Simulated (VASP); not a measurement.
**BP: single point with PBE**

BP:

```
B P
1.0
     0.00000    2.23429    2.23429
     2.23429    0.00000    2.23429
     2.23429    2.23429    0.00000
B P
1 1
Direct
  0.00000 0.00000 0.00000
  0.25000 0.25000 0.25000
```

This cell differs from its parent crystal: strain -1.5%.

| Property | Result |
| --- | --- |
| Program | VASP 6.6.1 |
| Task | single point |
| Functional | PBE |
| Potentials or basis | VASP PAW PBE potentials, release 64 (B, P) |
| Cutoff | 520 eV |
| k mesh | 6 × 6 × 6 |
| Occupations | gaussian, width 0.01 eV |
| Spin | no spin polarisation |
| Dipole correction | no |
| Further INCAR settings | ALGO = Normal; EDIFF = 1e-06; NBANDS = 11 |

The pressure is 9.4 GPa. The band gap on the k mesh is 1.23 eV, indirect (least direct gap 3.47 eV).

Levels at points of the mesh, in eV from the valence-band top:
```tsv
k point	band 2	band 3	band 4	band 5	band 6	band 7
(0.00, 0.00, 0.00)	0.00	0.00	0.00	3.47	3.47	3.47
(0.50, 0.00, 0.00)	-9.37	-1.81	-1.81	4.06	4.74	4.74
(0.50, 0.50, 0.00)	-8.83	-4.28	-4.28	1.23	1.61	12.56
```

Run time: 2.6 s on 1 thread of Intel(R) Xeon(R) 6975P-C (Granite Rapids), with other jobs on the host, peak memory 0.13 GiB.

Caveat: the cell differs from its parent crystal (strain -1.5%). A k mesh can miss the band edges.
